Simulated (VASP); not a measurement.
# Pd2Pt (Fm-3m) in VASP: a series of runs

The runs below take Pd2Pt through single point, with PBE.

Everything below comes from runs of VASP 6.6.1. Logs are shortened: lines on timing, memory, paths and dates and some standing lists are left out, and cuts for length are marked.

## Step 1: The cell of the first run

Symmetry: Fm-3m, No. 225, cubic system. The conventional cell has a = 5.820 Å, b = 5.820 Å, c = 5.820 Å, α = 90.00°, β = 90.00°, γ = 90.00°. Within 3.3 Å of Pd (site symmetry -43m) lie 4 Pt at 2.52 Å and 6 Pd at 2.91 Å. Pt (site symmetry m-3m) has 8 Pd at 2.52 Å within 3.3 Å.

## Step 2: Single point, PBE

INCAR reads:

```
PREC = Accurate ; ENCUT = 520
EDIFF = 1E-7 ; ISMEAR = 0
SIGMA = 0.1 ; LREAL = F
LASPH = T ; NELM = 80
ALGO = Normal ; ISIF = 2
LWAVE = F ; LCHARG = T
GGA = PE ; LELF = T
LVHAR = T ; NBANDS = 22
```

KPOINTS reads:

```
Automatic mesh
0
Gamma
  6 6 6
```

POSCAR reads:

```
Pd2Pt
1.0
    0.0000000000      2.9100617600      2.9100617600
    2.9100617600      0.0000000000      2.9100617600
    2.9100617600      2.9100617600      0.0000000000
Pd Pt
2 1
Direct
    0.2500000000      0.2500000000      0.2500000000
    0.7500000000      0.7500000000      0.7500000000
    0.0000000000      0.0000000000      0.0000000000
```

Potentials or basis: VASP PAW PBE potentials, release 64 (Pd, Pt).

On the command line:

```sh
$ cat potpaw_PBE.64/Pd/POTCAR potpaw_PBE.64/Pt/POTCAR > POTCAR
$ mpirun -np 1 vasp_std > vasp.out
```

OUTCAR:

```text
PREC = Accurate
   ENCUT = 520
   EDIFF = 1E-7
   ISMEAR = 0
   LREAL = F
   LASPH = T
   NELM = 80
   ISIF = 2
   GGA = PE

 ion  position               nearest neighbor table
   1  0.250  0.250  0.250-   3 2.52   3 2.52   3 2.52   3 2.52   2 2.91   2 2.91   2 2.91   2 2.91
                             2 2.91   2 2.91
   2  0.750  0.750  0.750-   3 2.52   3 2.52   3 2.52   3 2.52   1 2.91   1 2.91   1 2.91   1 2.91
                             1 2.91   1 2.91
   3  0.000  0.000  0.000-   2 2.52   2 2.52   2 2.52   1 2.52   2 2.52   1 2.52   1 2.52   1 2.52

  LATTYP: Found a face centered cubic cell.
 ALAT       =     5.8201235200

  Lattice vectors:

 A1 = (   0.0000000000,   2.9100617600,   2.9100617600)
 A2 = (   2.9100617600,   0.0000000000,   2.9100617600)
 A3 = (   2.9100617600,   2.9100617600,   0.0000000000)

Analysis of symmetry for initial positions (statically):
=====================================================================
 Subroutine PRICEL returns:
 Original cell was already a primitive cell.

 Routine SETGRP: Setting up the symmetry group for a
 face centered cubic supercell.

 Subroutine GETGRP returns: Found 48 space group operations
 (whereof 48 operations were pure point group operations)
 out of a pool of 48 trial point group operations.

The static configuration has the point symmetry O_h .

Analysis of symmetry for dynamics (positions and initial velocities):
=====================================================================
 Subroutine PRICEL returns:
 Original cell was already a primitive cell.

 Routine SETGRP: Setting up the symmetry group for a
 face centered cubic supercell.

 Subroutine GETGRP returns: Found 48 space group operations
 (whereof 48 operations were pure point group operations)
 out of a pool of 48 trial point group operations.

The dynamic configuration has the point symmetry O_h .

 Subroutine INISYM returns: Found 48 space group operations
 (whereof 48 operations are pure point group operations),
 and found     1 'primitive' translations

----------------------------------------------------------------------------------------

                                     Primitive cell

  volume of cell :      49.2875

  direct lattice vectors                    reciprocal lattice vectors
     0.000000000  2.910061760  2.910061760    -0.171817659  0.171817659  0.171817659
     2.910061760  0.000000000  2.910061760     0.171817659 -0.171817659  0.171817659
     2.910061760  2.910061760  0.000000000     0.171817659  0.171817659 -0.171817659

  length of vectors
     4.115448808  4.115448808  4.115448808     0.297596916  0.297596916  0.297596916

  position of ions in fractional coordinates (direct lattice)
     0.250000000  0.250000000  0.250000000
     0.750000000  0.750000000  0.750000000
     0.000000000  0.000000000  0.000000000

  ion indices of the primitive-cell ions
   primitive index   ion index
                 1           1
                 2           2
                 3           3

----------------------------------------------------------------------------------------

 KPOINTS: Automatic mesh

Automatic generation of k-mesh.
 Grid dimensions read from file:
 generate k-points for:    6    6    6

 Generating k-lattice:

  Cartesian coordinates                     Fractional coordinates (reciprocal lattice)
    -0.028636277  0.028636277  0.028636277     0.166666667  0.000000000  0.000000000
     0.028636277 -0.028636277  0.028636277     0.000000000  0.166666667  0.000000000
     0.028636277  0.028636277 -0.028636277     0.000000000  0.000000000  0.166666667

  Length of vectors
     0.049599486  0.049599486  0.049599486

  Shift w.r.t. Gamma in fractional coordinates (k-lattice)
     0.000000000  0.000000000  0.000000000

 Subroutine IBZKPT returns following result:
 ===========================================

 Found     16 irreducible k-points:

 Following reciprocal coordinates:
            Coordinates               Weight
  0.000000  0.000000  0.000000      1.000000
  0.166667  0.000000  0.000000      8.000000
  0.333333  0.000000  0.000000      8.000000
  0.500000  0.000000  0.000000      4.000000
  0.166667  0.166667  0.000000      6.000000
  0.333333  0.166667  0.000000     24.000000
[... 8 lines left out ...]
 -0.333333  0.333333  0.166667     24.000000
 -0.333333  0.500000  0.166667     12.000000
   k-points           NKPTS =     16   k-points in BZ     NKDIM =     16   number of bands    NBANDS=     22
   number of dos      NEDOS =    301   number of ions     NIONS =      3
   total plane-waves  NPLWV =  32768
   dimension x,y,z NGX =    32 NGY =   32 NGZ =   32
   dimension x,y,z NGXF=    64 NGYF=   64 NGZF=   64
   ions per type =               2   1
   NGX,Y,Z   is equivalent  to a cutoff of  12.93, 12.93, 12.93 a.u.
   NGXF,Y,Z  is equivalent  to a cutoff of  25.85, 25.85, 25.85 a.u.
 SYSTEM =  unknown system
   PREC   = accura    normal or accurate (medium, high low for compatibility)
   ISTART =      0    job   : 0-new  1-cont  2-samecut
   ICHARG =      2    charge: 1-file 2-atom 10-const
   ISPIN  =      1    spin polarized calculation?
   LNONCOLLINEAR =      F non collinear calculations
   LSORBIT =      F    spin-orbit coupling
   LASPH  =      T    aspherical Exc in radial PAW
   ENCUT  =  520.0 eV  38.22 Ry    6.18 a.u.   7.65  7.65  7.65*2*pi/ulx,y,z
   NELM   =     80;   NELMIN=  2; NELMDL= -5     # of ELM steps
   EDIFF  = 0.1E-06   stopping-criterion for ELM
   LREAL  =      F    real-space projection
   EDIFFG = 0.1E-05   stopping-criterion for IOM
   NSW    =      0    number of steps for IOM
   IBRION =     -1    ionic relax: 0-MD 1-quasi-New 2-CG
   NFREE  =      0    steps in history (QN), initial steepest desc. (CG)
   ISIF   =      2    stress and relaxation
   ISYM   =      2    0-nonsym 1-usesym 2-fastsym
   POTIM  = 0.5000    time-step for ionic-motion
   TEBEG  =    0.0;   TEEND  =   0.0 temperature during run
   PSTRESS=    0.0 pullay stress
   NELECT =      30.0000    total number of electrons
   NUPDOWN=      -1.0000    fix difference up-down
   EMIN   =  10.00;   EMAX   =-10.00  energy-range for DOS
   EFERMI =   0.00;   METHOD = LEGACY
   ISMEAR =     0;   SIGMA  =   0.10  broadening in eV -4-tet -1-fermi 0-gaus
   EFERMI_NEDOS =   21; number of points for ismear=-14 and -15
   IALGO  =     38    algorithm
   IMIX   =      4    mixing-type and parameters
     AMIX     =   0.40;   BMIX     =  1.00
     AMIX_MAG =   1.60;   BMIX_MAG =  1.00
  volume/ion in A,a.u.               =      16.43       110.87
  Fermi-wavevector in a.u.,A,eV,Ry     =   1.387404  2.621814 26.189729  1.924891
  Thomas-Fermi vector in A             =   2.511629
   LORBIT       =      0    0 simple, 1 ext, 2 COOP (PROOUT), +10 PAW based schemes
   GGA     = PE    functional components
   LHFCALC =     F    Hartree Fock is set to
   AEXX    =    0.0000 exact exchange contribution
   IVDW    =     0    specifies the selected vdW correction
   LEPSILON=     F    determine dielectric tensor
   LRPA    =     F    only Hartree local field effects (RPA)
 non-spin polarized calculation
 Gauss-broadening in eV      SIGMA  =   0.10
  energy-cutoff  :      520.00
  volume of cell :       49.29
 maximum number of plane-waves:      1363
 NGX is ok and might be reduce to    32
   NGX = 15   NGY = 15   NGZ = 15

 number of electron      30.0000002 magnetization

 Free energy of the ion-electron system (eV)
  ---------------------------------------------------
  ext. energy  EPLUGINS =         0.00000000
  ---------------------------------------------------
  free energy    TOTEN  =       -14.91084971 eV

  energy without entropy =      -14.88704278  energy(sigma->0) =      -14.89894624

 E-fermi :   8.9169     XC(G=0): -12.4420

 val. band max:        8.9149152422   @ k =   0.5000   0.0000   0.0000
 cond. band min:       8.9799826603   @ k =   0.5000   0.3333   0.0000
 fundamental gap:      0.0650674181
 Fermi energy:         8.9168864745

 k-point     1 :       0.0000    0.0000    0.0000
  band No.  band energies     occupation
      1       1.2048      2.00000
      2       3.2909      2.00000
      3       3.2910      2.00000
      4       4.6438      2.00000
      5       4.6438      2.00000
      6       4.6438      2.00000
[... 14 lines left out ...]
     21      20.2612      0.00000
     22      20.2612      0.00000

 k-point     2 :       0.1667    0.0000    0.0000
  band No.  band energies     occupation
      1       1.6179      2.00000
      2       3.4788      2.00000
      3       3.4788      2.00000
      4       4.1920      2.00000
      5       4.4003      2.00000
      6       4.4003      2.00000
[... 14 lines left out ...]
     21      20.2269      0.00000
     22      20.3980      0.00000

 k-point     3 :       0.3333    0.0000    0.0000
  band No.  band energies     occupation
      1       2.6287      2.00000
      2       3.9708      2.00000
      3       3.9708      2.00000
      4       4.0018      2.00000
      5       4.1557      2.00000
      6       4.1557      2.00000
[... 14 lines left out ...]
     21      19.9413      0.00000
     22      20.3477      0.00000

 k-point     4 :       0.5000    0.0000    0.0000
  band No.  band energies     occupation
      1       3.3086      2.00000
      2       4.0438      2.00000
      3       4.0438      2.00000
      4       4.0927      2.00000
      5       4.3717      2.00000
      6       4.3717      2.00000
[... 14 lines left out ...]
     21      19.8482      0.00000
     22      20.2986      0.00000

 k-point     5 :       0.1667    0.1667    0.0000
  band No.  band energies     occupation
      1       1.7505      2.00000
      2       3.4928      2.00000
      3       3.5556      2.00000
      4       4.2584      2.00000
      5       4.2584      2.00000
      6       4.3892      2.00000
[... 14 lines left out ...]
     21      18.5317      0.00000
     22      21.5573      0.00000

 k-point     6 :       0.3333    0.1667    0.0000
  band No.  band energies     occupation
      1       2.5381      2.00000
      2       3.7398      2.00000
      3       3.9426      2.00000
      4       4.0434      2.00000
      5       4.0557      2.00000
      6       4.1534      2.00000
[... 14 lines left out ...]
     21      19.9616      0.00000
     22      21.8425      0.00000

 k-point     7 :       0.5000    0.1667    0.0000
  band No.  band energies     occupation
      1       3.3348      2.00000
      2       3.7492      2.00000
      3       3.9260      2.00000
      4       4.0039      2.00000
      5       4.2214      2.00000
      6       4.5314      2.00000
[... 14 lines left out ...]
     21      21.2133      0.00000
     22      22.2054      0.00000

 k-point     8 :      -0.3333    0.1667    0.0000
  band No.  band energies     occupation
      1       3.1069      2.00000
      2       3.7495      2.00000
      3       4.0846      2.00000
      4       4.0875      2.00000
      5       4.1148      2.00000
      6       4.3297      2.00000
[... 14 lines left out ...]
     21      20.5693      0.00000
     22      21.5618      0.00000

 k-point     9 :      -0.1667    0.1667    0.0000
  band No.  band energies     occupation
      1       2.2238      2.00000
      2       3.7461      2.00000
      3       3.7718      2.00000
      4       3.9152      2.00000
      5       4.1997      2.00000
      6       4.3202      2.00000
[... 14 lines left out ...]
     21      19.9743      0.00000
     22      20.7939      0.00000

 k-point    10 :       0.3333    0.3333    0.0000
  band No.  band energies     occupation
      1       2.8787      2.00000
      2       3.6548      2.00000
      3       3.8194      2.00000
      4       4.1098      2.00000
      5       4.1098      2.00000
      6       4.2809      2.00000
[... 14 lines left out ...]
     21      18.2311      0.00000
     22      24.2051      0.00000

 k-point    11 :       0.5000    0.3333    0.0000
  band No.  band energies     occupation
      1       3.2011      2.00000
      2       3.3984      2.00000
      3       3.8835      2.00000
      4       4.0310      2.00000
      5       4.4094      2.00000
      6       4.8750      2.00000
[... 14 lines left out ...]
     21      19.7322      0.00000
     22      24.2232      0.00000

 k-point    12 :      -0.3333    0.3333    0.0000
  band No.  band energies     occupation
      1       3.2860      2.00000
      2       3.6248      2.00000
      3       3.9476      2.00000
      4       3.9917      2.00000
      5       4.1475      2.00000
      6       4.9649      2.00000
[... 14 lines left out ...]
     21      22.7804      0.00000
     22      23.0882      0.00000

 k-point    13 :       0.5000    0.5000    0.0000
  band No.  band energies     occupation
      1       3.0525      2.00000
      2       3.2390      2.00000
      3       4.1071      2.00000
      4       4.1071      2.00000
      5       4.5689      2.00000
      6       4.8258      2.00000
[... 14 lines left out ...]
     21      18.1970      0.00000
     22      26.1312      0.00000

 k-point    14 :       0.5000    0.3333    0.1667
  band No.  band energies     occupation
      1       3.1580      2.00000
      2       3.6425      2.00000
      3       3.7308      2.00000
      4       4.0827      2.00000
      5       4.1799      2.00000
      6       4.5399      2.00000
[... 14 lines left out ...]
     21      20.1846      0.00000
     22      21.3776      0.00000

 k-point    15 :      -0.3333    0.3333    0.1667
  band No.  band energies     occupation
      1       3.4868      2.00000
      2       3.5344      2.00000
      3       3.7114      2.00000
      4       3.9939      2.00000
      5       4.1727      2.00000
      6       5.0494      2.00000
[... 14 lines left out ...]
     21      20.9373      0.00000
     22      22.9561      0.00000

 k-point    16 :      -0.3333    0.5000    0.1667
  band No.  band energies     occupation
      1       3.3348      2.00000
      2       3.3816      2.00000
      3       3.6684      2.00000
      4       4.1836      2.00000
      5       4.2549      2.00000
      6       5.3516      2.00000
[... 14 lines left out ...]
     21      20.0013      0.00000
     22      23.4778      0.00000

------------------------ aborting loop because EDIFF is reached ----------------------------------------

  FORCE on cell =-STRESS in cart. coord.  units (eV):
  Direction    XX          YY          ZZ          XY          YZ          ZX
  --------------------------------------------------------------------------------------
  -------------------------------------------------------------------------------------
  Total        7.3760532      7.3760532      7.3760532      0.0000000      0.0000000      0.0000000
  in kB      239.7717477    239.7717477    239.7717477      0.0000000      0.0000000      0.0000000
  external PRESSURE =     239.7717477 kB  Pullay stress =       0.0000000 kB

 VOLUME and BASIS-vectors are now :
 -----------------------------------------------------------------------------
  energy-cutoff  :      520.00
  volume of cell :       49.29
      direct lattice vectors                 reciprocal lattice vectors
     0.000000000  2.910061760  2.910061760    -0.171817659  0.171817659  0.171817659
     2.910061760  0.000000000  2.910061760     0.171817659 -0.171817659  0.171817659
     2.910061760  2.910061760  0.000000000     0.171817659  0.171817659 -0.171817659

 POSITION                                       TOTAL-FORCE (eV/Angst)
 -----------------------------------------------------------------------------------
      1.45503      1.45503      1.45503        -0.000000     -0.000000      0.000000
      4.36509      4.36509      4.36509         0.000000      0.000000      0.000000
      0.00000      0.00000      0.00000        -0.000000     -0.000000     -0.000000
 -----------------------------------------------------------------------------------
    total drift:                                0.000000     -0.000000      0.000000

  FREE ENERGIE OF THE ION-ELECTRON SYSTEM (eV)
  ---------------------------------------------------
  free  energy   TOTEN  =       -14.9108497054 eV

  energy  without entropy=      -14.8870427760  energy(sigma->0) =      -14.89894624
```

Run time: 28 s. Hardware: 1 thread of AMD EPYC 7R43 (Zen 3), shared host; peak memory 0.14 GiB.

Results:

```yaml
Free_energy: -14.9108 eV
Pressure: 24.0 GPa
Band_gap_on_the_k_mesh: zero (band 15 reaches 9.49 eV, above the bottom of band 16 at 8.39 eV)
```

Caveat: spin-orbit coupling is left out, which moves the levels of the heavy elements.

## Step 3: Single point, PBE

This run uses another cell than the first one, of 18.60 Å³/atom, 1.132 times its volume.

INCAR reads:

```
ALGO = Fast
EDIFF = 1E-7
ENCUT = 520
GGA = PE
ISIF = 2
ISMEAR = 0
LASPH = T
LCHARG = F
LREAL = F
LWAVE = F
NBANDS = 22
NELM = 100
PREC = Accurate
SIGMA = 0.1
```

KPOINTS reads:

```
k-points
0
Gamma
  6 6 6
```

POSCAR reads:

```
Pd2Pt
1.0
    0.0000000000      3.0330412961      3.0330412961
    3.0330412961      0.0000000000      3.0330412961
    3.0330412961      3.0330412961      0.0000000000
Pd Pt
2 1
Direct
    0.2500000000      0.2500000000      0.2500000000
    0.7500000000      0.7500000000      0.7500000000
    0.0000000000      0.0000000000      0.0000000000
```

Potentials or basis: VASP PAW PBE potentials, release 64 (Pd, Pt).

On the command line:

```sh
$ cat potpaw_PBE.64/Pd/POTCAR potpaw_PBE.64/Pt/POTCAR > POTCAR
$ mpirun -np 1 vasp_std > vasp.out
```

Run time: 38 s. Hardware: 1 thread of AMD EPYC 7R43 (Zen 3), shared host; peak memory 0.15 GiB.

Results (log left out):

| Quantity | Value |
| --- | --- |
| Free energy | -15.3340 eV |
| Pressure | -0.3 GPa |
| Band gap on the k mesh | zero (band 15 reaches 7.46 eV, above the bottom of band 16 at 6.57 eV) |

Levels at points of the mesh, in eV from the Fermi level:
| k point | band 12 | band 13 | band 14 | band 15 | band 16 | band 17 | band 18 | band 19 |
| --- | --- | --- | --- | --- | --- | --- | --- | --- |
| (0.00, 0.00, 0.00) | -0.49 | -0.46 | -0.46 | -0.45 | -0.45 | 8.75 | 9.75 | 9.75 |
| (0.50, 0.00, 0.00) | -1.22 | -0.67 | -0.67 | 0.00 | 0.00 | 1.02 | 7.41 | 7.41 |
| (0.50, 0.50, 0.00) | -0.89 | -0.51 | 0.23 | 0.23 | 0.84 | 1.35 | 2.61 | 2.61 |

Caveat: spin-orbit coupling is left out, which moves the levels of the heavy elements.
